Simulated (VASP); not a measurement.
# C (Fd-3m) in VASP: notebook

Runs on C. Level: LDA. Tasks: relaxation of cell and atoms.

Everything below comes from runs of VASP 6.6.1. Logs are shortened: lines on timing, memory, paths and dates and some standing lists are left out, and cuts for length are marked.

## (1) The cell of the first run

It takes space group Fd-3m (No. 227, cubic). Conventional cell: a = 3.532 Å, b = 3.532 Å, c = 3.532 Å, α = 90.00°, β = 90.00°, γ = 90.00°. Within 2.0 Å of C (site symmetry -43m) lie 4 C at 1.53 Å.

## (2) Relaxation of cell and atoms, LDA, target pressure 10 GPa, at which the enthalpy is minimised

File INCAR:

```
SYSTEM = C
PREC = Accurate
ENCUT = 600
EDIFF = 1E-7
ISMEAR = 0
SIGMA = 0.01
LREAL = .FALSE.
LASPH = .TRUE.
NELM = 100
ALGO = Normal
ISIF = 3
LWAVE = .FALSE.
LCHARG = .FALSE.
GGA = CA
IBRION = 2
NSW = 100
EDIFFG = -0.002
PSTRESS = 100.0
```

File KPOINTS:

```
Automatic mesh
0
G
  10 10 10
  0 0 0
```

File POSCAR:

```
C
1.0
    0.0000000000      1.7658696213      1.7658696213
    1.7658696213      0.0000000000      1.7658696213
    1.7658696213      1.7658696213      0.0000000000
C
2
Direct
    0.5000000000      0.5000000000      0.5000000000
    0.7500000000      0.7500000000      0.7500000000
```

Potentials or basis: VASP PAW LDA potentials, release 64 (C).

Command:

```
$ cat potpaw_LDA.64/C/POTCAR > POTCAR
$ mpirun -np 1 vasp_std > vasp.out
```

OUTCAR:

```text
SYSTEM = C
   PREC = Accurate
   ENCUT = 600
   EDIFF = 1E-7
   ISMEAR = 0
   LREAL = .FALSE.
   LASPH = .TRUE.
   NELM = 100
   ISIF = 3
   GGA = CA
   IBRION = 2
   NSW = 100
   EDIFFG = -0.002
   PSTRESS = 100.0

 ion  position               nearest neighbor table
   1  0.500  0.500  0.500-   2 1.53   2 1.53   2 1.53   2 1.53
   2  0.750  0.750  0.750-   1 1.53   1 1.53   1 1.53   1 1.53

  LATTYP: Found a face centered cubic cell.
 ALAT       =     3.5317392426

  Lattice vectors:

 A1 = (   0.0000000000,   1.7658696213,   1.7658696213)
 A2 = (   1.7658696213,   0.0000000000,   1.7658696213)
 A3 = (   1.7658696213,   1.7658696213,   0.0000000000)

Analysis of symmetry for initial positions (statically):
=====================================================================
 Subroutine PRICEL returns:
 Original cell was already a primitive cell.

 Routine SETGRP: Setting up the symmetry group for a
 face centered cubic supercell.

 Subroutine GETGRP returns: Found 48 space group operations
 (whereof 24 operations were pure point group operations)
 out of a pool of 48 trial point group operations.

The static configuration has the point symmetry T_d .
 The point group associated with its full space group is O_h .

Analysis of symmetry for dynamics (positions and initial velocities):
=====================================================================
 Subroutine PRICEL returns:
 Original cell was already a primitive cell.

 Routine SETGRP: Setting up the symmetry group for a
 face centered cubic supercell.

 Subroutine GETGRP returns: Found 48 space group operations
 (whereof 24 operations were pure point group operations)
 out of a pool of 48 trial point group operations.

The dynamic configuration has the point symmetry T_d .
 The point group associated with its full space group is O_h .

 Subroutine INISYM returns: Found 48 space group operations
 (whereof 24 operations are pure point group operations),
 and found     1 'primitive' translations

----------------------------------------------------------------------------------------

                                     Primitive cell

  volume of cell :      11.0130

  direct lattice vectors                    reciprocal lattice vectors
     0.000000000  1.765869621  1.765869621    -0.283146612  0.283146612  0.283146612
     1.765869621  0.000000000  1.765869621     0.283146612 -0.283146612  0.283146612
     1.765869621  1.765869621  0.000000000     0.283146612  0.283146612 -0.283146612

  length of vectors
     2.497316768  2.497316768  2.497316768     0.490424317  0.490424317  0.490424317

  position of ions in fractional coordinates (direct lattice)
     0.500000000  0.500000000  0.500000000
     0.750000000  0.750000000  0.750000000

  ion indices of the primitive-cell ions
   primitive index   ion index
                 1           1
                 2           2

----------------------------------------------------------------------------------------

 KPOINTS: Automatic mesh

Automatic generation of k-mesh.
 Grid dimensions read from file:
 generate k-points for:   10   10   10

 Generating k-lattice:

  Cartesian coordinates                     Fractional coordinates (reciprocal lattice)
    -0.028314661  0.028314661  0.028314661     0.100000000  0.000000000  0.000000000
     0.028314661 -0.028314661  0.028314661     0.000000000  0.100000000  0.000000000
     0.028314661  0.028314661 -0.028314661     0.000000000  0.000000000  0.100000000

  Length of vectors
     0.049042432  0.049042432  0.049042432

  Shift w.r.t. Gamma in fractional coordinates (k-lattice)
     0.000000000  0.000000000  0.000000000

 Subroutine IBZKPT returns following result:
 ===========================================

 Found     47 irreducible k-points:

 Following reciprocal coordinates:
            Coordinates               Weight
  0.000000  0.000000  0.000000      1.000000
  0.100000  0.000000  0.000000      8.000000
  0.200000  0.000000  0.000000      8.000000
  0.300000  0.000000  0.000000      8.000000
  0.400000  0.000000  0.000000      8.000000
  0.500000  0.000000  0.000000      4.000000
[... 16 lines left out ...]
  0.300000  0.300000  0.000000      6.000000
  0.400000  0.300000  0.000000     24.000000
 [... further k-points ...]
   k-points           NKPTS =     47   k-points in BZ     NKDIM =     47   number of bands    NBANDS=      8
   number of dos      NEDOS =    301   number of ions     NIONS =      2
   total plane-waves  NPLWV =   8000
   dimension x,y,z NGX =    20 NGY =   20 NGZ =   20
   dimension x,y,z NGXF=    40 NGYF=   40 NGZF=   40
   ions per type =               2
   NGX,Y,Z   is equivalent  to a cutoff of  13.31, 13.31, 13.31 a.u.
   NGXF,Y,Z  is equivalent  to a cutoff of  26.63, 26.63, 26.63 a.u.
 SYSTEM =  C
   PREC   = accura    normal or accurate (medium, high low for compatibility)
   ISTART =      0    job   : 0-new  1-cont  2-samecut
   ICHARG =      2    charge: 1-file 2-atom 10-const
   ISPIN  =      1    spin polarized calculation?
   LNONCOLLINEAR =      F non collinear calculations
   LSORBIT =      F    spin-orbit coupling
   LASPH  =      T    aspherical Exc in radial PAW
   ENCUT  =  600.0 eV  44.10 Ry    6.64 a.u.   4.99  4.99  4.99*2*pi/ulx,y,z
   NELM   =    100;   NELMIN=  2; NELMDL= -5     # of ELM steps
   EDIFF  = 0.1E-06   stopping-criterion for ELM
   LREAL  =      F    real-space projection
   EDIFFG = -.2E-02   stopping-criterion for IOM
   NSW    =    100    number of steps for IOM
   IBRION =      2    ionic relax: 0-MD 1-quasi-New 2-CG
   NFREE  =      1    steps in history (QN), initial steepest desc. (CG)
   ISIF   =      3    stress and relaxation
   ISYM   =      2    0-nonsym 1-usesym 2-fastsym
   POTIM  = 0.5000    time-step for ionic-motion
   TEBEG  =    0.0;   TEEND  =   0.0 temperature during run
   PSTRESS=  100.0 pullay stress
   NELECT =       8.0000    total number of electrons
   NUPDOWN=      -1.0000    fix difference up-down
   EMIN   =  10.00;   EMAX   =-10.00  energy-range for DOS
   EFERMI =   0.00;   METHOD = LEGACY
   ISMEAR =     0;   SIGMA  =   0.01  broadening in eV -4-tet -1-fermi 0-gaus
   EFERMI_NEDOS =   21; number of points for ismear=-14 and -15
   IALGO  =     38    algorithm
   IMIX   =      4    mixing-type and parameters
     AMIX     =   0.40;   BMIX     =  1.00
     AMIX_MAG =   1.60;   BMIX_MAG =  1.00
  volume/ion in A,a.u.               =       5.51        37.16
  Fermi-wavevector in a.u.,A,eV,Ry     =   1.471644  2.781005 29.466641  2.165737
  Thomas-Fermi vector in A             =   2.586755
   LORBIT       =      0    0 simple, 1 ext, 2 COOP (PROOUT), +10 PAW based schemes
   GGA     = CA    functional components
   LHFCALC =     F    Hartree Fock is set to
   AEXX    =    0.0000 exact exchange contribution
   IVDW    =     0    specifies the selected vdW correction
   LEPSILON=     F    determine dielectric tensor
   LRPA    =     F    only Hartree local field effects (RPA)
 conjugate gradient relaxation of ions
 non-spin polarized calculation
 Gauss-broadening in eV      SIGMA  =   0.01
  energy-cutoff  :      600.00
  volume of cell :       11.01
 maximum number of plane-waves:       377
   NGX =  9   NGY =  9   NGZ =  9

--------------------------------------- Ionic step        1  -------------------------------------------

 number of electron       7.9999998 magnetization

 Free energy of the ion-electron system (eV)
  ---------------------------------------------------
  ext. energy  EPLUGINS =         0.00000000
  ---------------------------------------------------
  free energy    TOTEN  =       -20.25194938 eV

  energy without entropy =      -20.25194938  energy(sigma->0) =      -20.25194938

------------------------ aborting loop because EDIFF is reached ----------------------------------------

  FORCE on cell =-STRESS in cart. coord.  units (eV):
  Direction    XX          YY          ZZ          XY          YZ          ZX
  --------------------------------------------------------------------------------------
  -------------------------------------------------------------------------------------
  Total        0.0575698      0.0575698      0.0575698      0.0000000     -0.0000000      0.0000000
  in kB        8.3752807      8.3752807      8.3752807      0.0000000     -0.0000000      0.0000000
  external PRESSURE =     -91.6247193 kB  Pullay stress =     100.0000000 kB

 VOLUME and BASIS-vectors are now :
 -----------------------------------------------------------------------------
  energy-cutoff  :      600.00
  volume of cell :       11.01
      direct lattice vectors                 reciprocal lattice vectors
     0.000000000  1.765869621  1.765869621    -0.283146612  0.283146612  0.283146612
     1.765869621  0.000000000  1.765869621     0.283146612 -0.283146612  0.283146612
     1.765869621  1.765869621  0.000000000     0.283146612  0.283146612 -0.283146612
[... 160 lines left out ...]
  FREE ENERGIE OF THE ION-ELECTRON SYSTEM (eV)
  ---------------------------------------------------
  free  energy   TOTEN  =       -20.2452453390 eV

  energy  without entropy=      -20.2452453390  energy(sigma->0) =      -20.24524534

  enthalpy is  TOTEN    =       -19.5705551772 eV   P V=        0.6746901618

--------------------------------------- Ionic step        6  -------------------------------------------

 number of electron       7.9999998 magnetization

 Free energy of the ion-electron system (eV)
  ---------------------------------------------------
  ext. energy  EPLUGINS =         0.00000000
  ---------------------------------------------------
  free energy    TOTEN  =       -20.24505606 eV

  energy without entropy =      -20.24505606  energy(sigma->0) =      -20.24505606

 E-fermi :  10.5961     XC(G=0): -13.7356

 val. band max:       10.4442943806   @ k =   0.0000   0.0000   0.0000
 cond. band min:      14.6933743553   @ k =   0.4000   0.4000   0.0000
 fundamental gap:      4.2490799747
 Fermi energy:        10.5961111864

 k-point     1 :       0.0000    0.0000    0.0000
  band No.  band energies     occupation
      1     -11.5305      2.00000
      2      10.4443      2.00000
      3      10.4443      2.00000
      4      10.4443      2.00000
      5      16.1240      0.00000
      6      16.1240      0.00000
      7      16.1240      0.00000
      8      25.1244      0.00000

 k-point     2 :       0.1000    0.0000    0.0000
  band No.  band energies     occupation
      1     -11.2451      2.00000
      2       8.7218      2.00000
      3       9.9747      2.00000
      4       9.9747      2.00000
      5      16.7386      0.00000
      6      16.7386      0.00000
      7      17.1538      0.00000
      8      25.2559      0.00000
[... 221 lines left out ...]
 k-point    23 :       0.3000    0.3000    0.0000
  band No.  band energies     occupation
      1      -8.1511      2.00000
      2       4.3914      2.00000
      3       5.3269      2.00000
      4       5.3269      2.00000
      5      14.7753      0.00000
      6      19.2535      0.00000
      7      23.9401      0.00000
      8      23.9401      0.00000

 k-point    24 :       0.4000    0.3000    0.0000
  band No.  band energies     occupation
      1      -6.7848      2.00000
      2       2.3440      2.00000
      3       4.1984      2.00000
      4       4.8374      2.00000
      5      15.3388      0.00000
      6      18.5638      0.00000
      7      24.9585      0.00000
      8      25.0861      0.00000

 [... further k-points ...]

------------------------ aborting loop because EDIFF is reached ----------------------------------------

  FORCE on cell =-STRESS in cart. coord.  units (eV):
  Direction    XX          YY          ZZ          XY          YZ          ZX
  --------------------------------------------------------------------------------------
  -------------------------------------------------------------------------------------
  Total        0.6745516      0.6745516      0.6745516     -0.0000000     -0.0000000      0.0000000
  in kB      100.0077217    100.0077217    100.0077217     -0.0000000     -0.0000000      0.0000000
  external PRESSURE =       0.0077217 kB  Pullay stress =     100.0000000 kB

 VOLUME and BASIS-vectors are now :
 -----------------------------------------------------------------------------
  energy-cutoff  :      600.00
  volume of cell :       10.81
      direct lattice vectors                 reciprocal lattice vectors
     0.000000000  1.754772225  1.754772225    -0.284937266  0.284937266  0.284937266
     1.754772225 -0.000000000  1.754772225     0.284937266 -0.284937266  0.284937266
     1.754772225  1.754772225 -0.000000000     0.284937266  0.284937266 -0.284937266

 POSITION                                       TOTAL-FORCE (eV/Angst)
 -----------------------------------------------------------------------------------
      1.75477      1.75477      1.75477        -0.000000     -0.000000     -0.000000
      2.63216      2.63216      2.63216         0.000000      0.000000      0.000000
 -----------------------------------------------------------------------------------
    total drift:                                0.000000     -0.000000      0.000000

  FREE ENERGIE OF THE ION-ELECTRON SYSTEM (eV)
  ---------------------------------------------------
  free  energy   TOTEN  =       -20.2450560565 eV

  energy  without entropy=      -20.2450560565  energy(sigma->0) =      -20.24505606

  enthalpy is  TOTEN    =       -19.5705565006 eV   P V=        0.6744995559

 reached required accuracy - stopping structural energy minimisation
```

Wall time 15 s (1 thread of Intel Xeon Platinum 8259CL at 2.50GHz (Skylake/Cascade Lake), shared host); peak memory 0.11 GiB.

What came out:

| Property | Result |
| --- | --- |
| Free energy | -20.2451 eV |
| Relaxed volume | 5.40 Å³/atom |
| Relaxed cell | a = 2.482 Å, b = 2.482 Å, c = 2.482 Å, α = 60.00°, β = 60.00°, γ = 60.00° |
| Space group after relaxing (to 0.05 Å) | Fd-3m (No. 227) |
| Energy change on relaxing (the enthalpy is what falls) | +3.4 meV/atom |
| Ionic steps | 6 |
| Pressure after relaxing | 10.0 GPa |
| Band gap on the k mesh | 4.25 eV, indirect (least direct gap 5.68 eV) |

The path:
```csv
step,energy change (eV),largest force (eV/Å),pressure (GPa),volume (Å³)
1,0.0000,0.0000,0.84,11.01
2,0.0374,0.0000,24.21,10.52
3,0.0068,0.0000,9.93,10.81
4,0.0071,0.0000,10.12,10.80
5,0.0067,0.0000,9.86,10.81
6,0.0069,0.0000,10.00,10.81
```

Final structure:
```
CELL_PARAMETERS angstrom
0.00000 1.75477 1.75477
1.75477 0.00000 1.75477
1.75477 1.75477 0.00000
ATOMIC_POSITIONS crystal
C 0.50000 0.50000 0.50000
C 0.75000 0.75000 0.75000
```

Caveat: the cell is relaxed towards a set pressure, so the enthalpy falls and the energy may rise. Zero-point motion and thermal expansion aren't in these numbers.

[end of part 1 of 2]
